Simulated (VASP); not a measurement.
# Si (P6_3/mmc) in VASP: notebook

Si is run at these levels: PBEsol; tasks: single point, relaxation of the atoms.

Everything below comes from runs of VASP 6.6.1. Logs are shortened: lines on timing, memory, paths and dates and some standing lists are left out, and cuts for length are marked.

## Step 1: The cell of the first run

It takes space group P6_3/mmc (No. 194, hexagonal). Conventional cell: a = 3.844 Å, b = 3.844 Å, c = 6.306 Å, α = 90.00°, β = 90.00°, γ = 120.00°. Si (site symmetry 3m) has 4 Si at 2.35 to 2.37 Å within 3.1 Å.

This isn't the form of Si at room conditions, which is diamond.

## Step 2: Single point, PBEsol (strained cell)

Contents of INCAR:

```
PREC = Accurate
ENCUT = 520
EDIFF = 1E-7
ISMEAR = 0
SIGMA = 0.01
LREAL = False
LASPH = True
NELM = 80
ALGO = Normal
ISIF = 2
LWAVE = False
LCHARG = False
GGA = PS
NBANDS = 16
```

Contents of KPOINTS:

```
regular mesh
0
Gamma
  9 9 6
```

Contents of POSCAR:

```
Si
1.0
    3.8438634368      0.0000000000      0.0000000000
   -1.9219317184      3.3288833850      0.0000000000
    0.0000000000      0.0000000000      6.3057763848
Si
4
Direct
    0.3333333333      0.6666666667     -0.0005372923
    0.6666666667      0.3333333333      0.4994627077
    0.3333333333      0.6666666667      0.3745372923
    0.6666666667      0.3333333333      0.8745372923
```

Potentials or basis: VASP PAW PBE potentials, release 64 (Si).

Run with:

```console
cat potpaw_PBE.64/Si/POTCAR > POTCAR
mpirun -np 1 vasp_std > vasp.out
```

OUTCAR:

```text
PREC = Accurate
   ENCUT = 520
   EDIFF = 1E-7
   ISMEAR = 0
   LREAL = False
   LASPH = True
   NELM = 80
   ISIF = 2
   GGA = PS

 ion  position               nearest neighbor table
   1  0.333  0.667  0.999-   4 2.35   4 2.35   4 2.35   3 2.37
   2  0.667  0.333  0.499-   3 2.35   3 2.35   3 2.35   4 2.37
   3  0.333  0.667  0.375-   2 2.35   2 2.35   2 2.35   1 2.37
   4  0.667  0.333  0.875-   1 2.35   1 2.35   1 2.35   2 2.37

  LATTYP: Found a hexagonal cell.
 ALAT       =     3.8438634368
 C/A-ratio  =     1.6404787757

  Lattice vectors:

 A1 = (   3.8438634368,   0.0000000000,   0.0000000000)
 A2 = (  -1.9219317184,   3.3288833850,   0.0000000000)
 A3 = (   0.0000000000,   0.0000000000,   6.3057763848)

Analysis of symmetry for initial positions (statically):
=====================================================================
 Subroutine PRICEL returns:
 Original cell was already a primitive cell.

 Routine SETGRP: Setting up the symmetry group for a
 hexagonal supercell.

 Subroutine GETGRP returns: Found 24 space group operations
 (whereof  6 operations were pure point group operations)
 out of a pool of 24 trial point group operations.

The static configuration has the point symmetry C_3v.
 The point group associated with its full space group is D_6h.

Analysis of symmetry for dynamics (positions and initial velocities):
=====================================================================
 Subroutine PRICEL returns:
 Original cell was already a primitive cell.

 Routine SETGRP: Setting up the symmetry group for a
 hexagonal supercell.

 Subroutine GETGRP returns: Found 24 space group operations
 (whereof  6 operations were pure point group operations)
 out of a pool of 24 trial point group operations.

The dynamic configuration has the point symmetry C_3v.
 The point group associated with its full space group is D_6h.

 Subroutine INISYM returns: Found 24 space group operations
 (whereof  6 operations are pure point group operations),
 and found     1 'primitive' translations

----------------------------------------------------------------------------------------

                                     Primitive cell

  volume of cell :      80.6873

  direct lattice vectors                    reciprocal lattice vectors
     3.843863437  0.000000000  0.000000000     0.260154924  0.150200515  0.000000000
    -1.921931718  3.328883385  0.000000000     0.000000000  0.300401031  0.000000000
     0.000000000  0.000000000  6.305776385     0.000000000  0.000000000  0.158584755

  length of vectors
     3.843863437  3.843863437  6.305776385     0.300401031  0.300401031  0.158584755

  position of ions in fractional coordinates (direct lattice)
     0.333333333  0.666666667  0.999462708
     0.666666667  0.333333333  0.499462708
     0.333333333  0.666666667  0.374537292
     0.666666667  0.333333333  0.874537292

  ion indices of the primitive-cell ions
   primitive index   ion index
                 1           1
                 2           2
                 3           3
                 4           4

----------------------------------------------------------------------------------------

 KPOINTS: regular mesh

Automatic generation of k-mesh.
 Grid dimensions read from file:
 generate k-points for:    9    9    6

 Generating k-lattice:

  Cartesian coordinates                     Fractional coordinates (reciprocal lattice)
     0.028906103  0.016688946  0.000000000     0.111111111 -0.000000000  0.000000000
     0.000000000  0.033377892  0.000000000     0.000000000  0.111111111  0.000000000
     0.000000000  0.000000000  0.026430792     0.000000000  0.000000000  0.166666667

  Length of vectors
     0.033377892  0.033377892  0.026430792

  Shift w.r.t. Gamma in fractional coordinates (k-lattice)
     0.000000000  0.000000000  0.000000000

 Subroutine IBZKPT returns following result:
 ===========================================

 Found     48 irreducible k-points:

 Following reciprocal coordinates:
            Coordinates               Weight
  0.000000  0.000000  0.000000      1.000000
  0.111111  0.000000  0.000000      6.000000
  0.222222 -0.000000  0.000000      6.000000
  0.333333  0.000000  0.000000      6.000000
  0.444444 -0.000000  0.000000      6.000000
  0.111111  0.111111  0.000000      6.000000
[... 16 lines left out ...]
  0.333333  0.222222  0.166667     24.000000
  0.333333  0.333333  0.166667      4.000000
 [... further k-points ...]
   k-points           NKPTS =     48   k-points in BZ     NKDIM =     48   number of bands    NBANDS=     16
   number of dos      NEDOS =    301   number of ions     NIONS =      4
   total plane-waves  NPLWV =  43200
   dimension x,y,z NGX =    30 NGY =   30 NGZ =   48
   dimension x,y,z NGXF=    60 NGYF=   60 NGZF=   96
   ions per type =               4
   NGX,Y,Z   is equivalent  to a cutoff of  12.97, 12.97, 12.65 a.u.
   NGXF,Y,Z  is equivalent  to a cutoff of  25.95, 25.95, 25.31 a.u.
 SYSTEM =  unknown system
   PREC   = accura    normal or accurate (medium, high low for compatibility)
   ISTART =      0    job   : 0-new  1-cont  2-samecut
   ICHARG =      2    charge: 1-file 2-atom 10-const
   ISPIN  =      1    spin polarized calculation?
   LNONCOLLINEAR =      F non collinear calculations
   LSORBIT =      F    spin-orbit coupling
   LASPH  =      T    aspherical Exc in radial PAW
   ENCUT  =  520.0 eV  38.22 Ry    6.18 a.u.   7.15  7.15 11.72*2*pi/ulx,y,z
   NELM   =     80;   NELMIN=  2; NELMDL= -5     # of ELM steps
   EDIFF  = 0.1E-06   stopping-criterion for ELM
   LREAL  =      F    real-space projection
   EDIFFG = 0.1E-05   stopping-criterion for IOM
   NSW    =      0    number of steps for IOM
   IBRION =     -1    ionic relax: 0-MD 1-quasi-New 2-CG
   NFREE  =      0    steps in history (QN), initial steepest desc. (CG)
   ISIF   =      2    stress and relaxation
   ISYM   =      2    0-nonsym 1-usesym 2-fastsym
   POTIM  = 0.5000    time-step for ionic-motion
   TEBEG  =    0.0;   TEEND  =   0.0 temperature during run
   PSTRESS=    0.0 pullay stress
   NELECT =      16.0000    total number of electrons
   NUPDOWN=      -1.0000    fix difference up-down
   EMIN   =  10.00;   EMAX   =-10.00  energy-range for DOS
   EFERMI =   0.00;   METHOD = LEGACY
   ISMEAR =     0;   SIGMA  =   0.01  broadening in eV -4-tet -1-fermi 0-gaus
   EFERMI_NEDOS =   21; number of points for ismear=-14 and -15
   IALGO  =     38    algorithm
   IMIX   =      4    mixing-type and parameters
     AMIX     =   0.40;   BMIX     =  1.00
     AMIX_MAG =   1.60;   BMIX_MAG =  1.00
  volume/ion in A,a.u.               =      20.17       136.13
  Fermi-wavevector in a.u.,A,eV,Ry     =   0.954655  1.804036 12.399890  0.911366
  Thomas-Fermi vector in A             =   2.083421
   LORBIT       =      0    0 simple, 1 ext, 2 COOP (PROOUT), +10 PAW based schemes
   GGA     = PS    functional components
   LHFCALC =     F    Hartree Fock is set to
   AEXX    =    0.0000 exact exchange contribution
   IVDW    =     0    specifies the selected vdW correction
   LEPSILON=     F    determine dielectric tensor
   LRPA    =     F    only Hartree local field effects (RPA)
 non-spin polarized calculation
 Gauss-broadening in eV      SIGMA  =   0.01
  energy-cutoff  :      520.00
  volume of cell :       80.69
 maximum number of plane-waves:      2208
 NGX is ok and might be reduce to    30
   NGX = 15   NGY = 15   NGZ = 23

 number of electron      16.0000000 magnetization

 Free energy of the ion-electron system (eV)
  ---------------------------------------------------
  ext. energy  EPLUGINS =         0.00000000
  ---------------------------------------------------
  free energy    TOTEN  =       -22.94422647 eV

  energy without entropy =      -22.94422647  energy(sigma->0) =      -22.94422647

 E-fermi :   6.0493     XC(G=0):  -9.5186

 val. band max:        5.9540331184   @ k =   0.0000   0.0000   0.0000
 cond. band min:       6.2735656887   @ k =   0.4444  -0.0000   0.0000
 fundamental gap:      0.3195325702
 Fermi energy:         6.0492875645

 k-point     1 :       0.0000    0.0000    0.0000
  band No.  band energies     occupation
      1      -6.2395      2.00000
      2      -3.9056      2.00000
      3      -1.2666      2.00000
      4       4.3986      2.00000
      5       4.3986      2.00000
      6       5.6643      2.00000
[... 8 lines left out ...]
     15      10.0854      0.00000
     16      11.8023      0.00000

 k-point     2 :       0.1111    0.0000    0.0000
  band No.  band energies     occupation
      1      -6.0966      2.00000
      2      -3.7599      2.00000
      3      -1.1919      2.00000
      4       3.3099      2.00000
      5       4.1150      2.00000
      6       4.9495      2.00000
[... 8 lines left out ...]
     15      10.6548      0.00000
     16      11.0100      0.00000

 k-point     3 :       0.2222   -0.0000    0.0000
  band No.  band energies     occupation
      1      -5.6749      2.00000
      2      -3.3285      2.00000
      3      -1.0723      2.00000
      4       1.7827      2.00000
      5       3.2329      2.00000
      6       3.5827      2.00000
[... 8 lines left out ...]
     15      11.6941      0.00000
     16      11.9455      0.00000

 k-point     4 :       0.3333    0.0000    0.0000
  band No.  band energies     occupation
      1      -5.0061      2.00000
      2      -2.6383      2.00000
      3      -1.4076      2.00000
      4       1.0138      2.00000
      5       1.5740      2.00000
      6       3.1367      2.00000
[... 8 lines left out ...]
     15      12.8071      0.00000
     16      12.9442      0.00000

 k-point     5 :       0.4444   -0.0000    0.0000
  band No.  band energies     occupation
      1      -4.2416      2.00000
      2      -2.2892      2.00000
      3      -1.8314      2.00000
      4       0.2625      2.00000
      5       1.1902      2.00000
      6       2.8961      2.00000
[... 8 lines left out ...]
     15      12.3870      0.00000
     16      13.8823      0.00000

 k-point     6 :       0.1111    0.1111    0.0000
  band No.  band energies     occupation
      1      -5.8140      2.00000
      2      -3.4710      2.00000
      3      -1.0881      2.00000
      4       2.2578      2.00000
      5       3.4522      2.00000
      6       3.7843      2.00000
[... 8 lines left out ...]
     15      10.5001      0.00000
     16      11.3589      0.00000
[... 267 lines left out ...]
 k-point    21 :       0.4444    0.1111    0.1667
  band No.  band energies     occupation
      1      -3.8710      2.00000
      2      -2.5647      2.00000
      3      -1.6383      2.00000
      4      -0.2712      2.00000
      5       1.6214      2.00000
      6       2.4481      2.00000
[... 8 lines left out ...]
     15      13.9235      0.00000
     16      14.1845      0.00000

 k-point    22 :       0.2222    0.2222    0.1667
  band No.  band energies     occupation
      1      -4.5255      2.00000
      2      -2.6668      2.00000
      3      -1.2922      2.00000
      4       0.8951      2.00000
      5       1.6489      2.00000
      6       1.7633      2.00000
[... 8 lines left out ...]
     15      11.4786      0.00000
     16      12.2224      0.00000

 k-point    23 :       0.3333    0.2222    0.1667
  band No.  band energies     occupation
      1      -3.7553      2.00000
      2      -2.4868      2.00000
      3      -1.5048      2.00000
      4      -0.1322      2.00000
      5       1.1891      2.00000
      6       2.1742      2.00000
[... 8 lines left out ...]
     15      12.5361      0.00000
     16      13.2988      0.00000

 k-point    24 :       0.3333    0.3333    0.1667
  band No.  band energies     occupation
      1      -3.0384      2.00000
      2      -3.0384      2.00000
      3      -0.8342      2.00000
      4      -0.8342      2.00000
      5       0.8066      2.00000
      6       2.4081      2.00000
[... 8 lines left out ...]
     15      12.9261      0.00000
     16      13.1321      0.00000

 [... further k-points ...]

------------------------ aborting loop because EDIFF is reached ----------------------------------------

  FORCE on cell =-STRESS in cart. coord.  units (eV):
  Direction    XX          YY          ZZ          XY          YZ          ZX
  --------------------------------------------------------------------------------------
  -------------------------------------------------------------------------------------
  Total       -0.4770619     -0.4770619      0.1712826      0.0000000      0.0000000     -0.0000000
  in kB       -9.4728394     -9.4728394      3.4010943      0.0000000      0.0000000     -0.0000000
  external PRESSURE =      -5.1815282 kB  Pullay stress =       0.0000000 kB

 VOLUME and BASIS-vectors are now :
 -----------------------------------------------------------------------------
  energy-cutoff  :      520.00
  volume of cell :       80.69
      direct lattice vectors                 reciprocal lattice vectors
     3.843863437  0.000000000  0.000000000     0.260154924  0.150200515  0.000000000
    -1.921931718  3.328883385  0.000000000     0.000000000  0.300401031  0.000000000
     0.000000000  0.000000000  6.305776385     0.000000000  0.000000000  0.158584755

 POSITION                                       TOTAL-FORCE (eV/Angst)
 -----------------------------------------------------------------------------------
     -0.00000      2.21926      6.30239        -0.000000      0.000000      0.000176
      1.92193      1.10963      3.14950         0.000000     -0.000000      0.000176
     -0.00000      2.21926      2.36175        -0.000000      0.000000     -0.000176
      1.92193      1.10963      5.51464         0.000000     -0.000000     -0.000176
 -----------------------------------------------------------------------------------
    total drift:                               -0.000000      0.000000      0.000001

  FREE ENERGIE OF THE ION-ELECTRON SYSTEM (eV)
  ---------------------------------------------------
  free  energy   TOTEN  =       -22.9442264695 eV

  energy  without entropy=      -22.9442264695  energy(sigma->0) =      -22.94422647
```

Wall time 53 s (1 thread of Intel Xeon 8259CL, shared host); peak memory 0.21 GiB.

Results:

```yaml
Free_energy: -22.9442 eV
Pressure: -0.5 GPa
Band_gap_on_the_k_mesh: 0.32 eV (least direct gap 0.87 eV)
```

Stress tensor (GPa, compression positive):
```
-0.95  0.00  0.00
 0.00 -0.95  0.00
 0.00  0.00  0.34
```

Caveat: the cell differs from its parent crystal (strained cell); the PAW data sets were made with another functional, which shifts forces and pressure a little; an odd mesh through Γ misses points on the zone boundary, where band edges can lie.

## Step 3: Single point, PBEsol (strained cell)

Contents of INCAR:

```
SYSTEM = Si
ALGO = Normal ; EDIFF = 1E-6
ENCUT = 520 ; GGA = PS
ISIF = 2 ; ISMEAR = 0
LASPH = .TRUE. ; LCHARG = .TRUE.
LELF = .TRUE. ; LREAL = .FALSE.
LVHAR = .TRUE. ; LWAVE = .FALSE.
NBANDS = 16 ; NELM = 60
PREC = Accurate ; SIGMA = 0.01
```

Contents of KPOINTS:

```
k-points
0
G
  9 9 6
  0 0 0
```

Contents of POSCAR:

```
Si
1.0
    3.8438634368      0.0000000000      0.0000000000
   -1.9219317184      3.3288833850      0.0000000000
    0.0000000000      0.0000000000      6.3153658930
Si
4
Direct
    0.3333333333      0.6666666667     -0.0004389453
    0.6666666667      0.3333333333      0.4995610547
    0.3333333333      0.6666666667      0.3744389453
    0.6666666667      0.3333333333      0.8744389453
```

Potentials or basis: VASP PAW PBE potentials, release 64 (Si).

Run with:

```console
cat potpaw_PBE.64/Si/POTCAR > POTCAR
mpirun -np 1 vasp_std > vasp.out
```

Run time: 52 s. Hardware: 1 thread of Intel Xeon 8259CL, shared host; peak memory 0.2 GiB.

It converged, with:

| Item | Value |
| --- | --- |
| Free energy | -22.9444 eV |
| Pressure | -0.7 GPa |
| Band gap on the k mesh | 0.33 eV (least direct gap 0.88 eV) |

Stress tensor (GPa, compression positive):
```
-1.00  0.00  0.00
 0.00 -1.00  0.00
 0.00  0.00  0.02
```

Levels at points of the mesh, in eV from the valence-band top:
```
           k point  band 5  band 6  band 7  band 8  band 9  band 10  band 11  band 12
(0.00, 0.00, 0.00)   -1.55   -0.30    0.00    0.00    0.88     1.93     1.93     2.39
(0.00, 0.00, 0.50)   -0.95   -0.95   -0.95   -0.95    1.68     1.68     2.92     2.92
```

Caveat: the cell differs from its parent crystal (strained cell); the PAW data sets were made with another functional, which shifts forces and pressure a little; an odd mesh through Γ misses points on the zone boundary, where band edges can lie.

## Step 4: Single point, PBEsol (strained cell)

Contents of INCAR:

```
SYSTEM = Si
  PREC = Accurate
  ENCUT = 520
  EDIFF = 1E-6
  ISMEAR = 0
  SIGMA = 0.01
  LREAL = .FALSE.
  LASPH = .TRUE.
  NELM = 80
  ALGO = Normal
  ISIF = 2
  LWAVE = .FALSE.
  LCHARG = .FALSE.
  GGA = PS
  NBANDS = 16
```

Contents of KPOINTS:

```
regular mesh
0
G
  9 9 6
  0 0 0
```

Contents of POSCAR:

```
Si
1.0
    3.8438634368      0.0000000000      0.0000000000
   -1.9219317184      3.3288833850      0.0000000000
    0.0000000000      0.0000000000      6.3126789988
Si
4
Direct
    0.3333333333      0.6666666667     -0.0004601551
    0.6666666667      0.3333333333      0.4995398449
    0.3333333333      0.6666666667      0.3744601551
    0.6666666667      0.3333333333      0.8744601551
```

Run with:

```console
cat potpaw_PBE.64/Si/POTCAR > POTCAR
mpirun -np 1 vasp_std > vasp.out
```

Wall time 49 s (1 thread of Intel Xeon 8259CL, shared host); peak memory 0.21 GiB.

It converged, with:

* Free energy: -22.9444 eV
* Pressure: -0.6 GPa
* Band gap on the k mesh: 0.33 eV (least direct gap 0.88 eV)

Stress tensor (GPa, compression positive):
```
-0.99  0.00  0.00
 0.00 -0.99  0.00
 0.00  0.00  0.11
```

Levels at points of the mesh, in eV from the valence-band top:
| k point | band 4 | band 5 | band 6 | band 7 | band 8 | band 9 | band 10 | band 11 | band 12 | band 13 |
| --- | --- | --- | --- | --- | --- | --- | --- | --- | --- | --- |
| (0.00, 0.00, 0.00) | -1.55 | -1.55 | -0.30 | 0.00 | 0.00 | 0.88 | 1.93 | 1.93 | 2.40 | 3.42 |
| (0.00, 0.00, 0.50) | -4.20 | -0.95 | -0.95 | -0.95 | -0.95 | 1.68 | 1.68 | 2.92 | 2.92 | 2.92 |

Caveat: the cell differs from its parent crystal (strained cell); the PAW data sets were made with another functional, which shifts forces and pressure a little; an odd mesh through Γ misses points on the zone boundary, where band edges can lie.

(Part 1 of 2 ends here.)
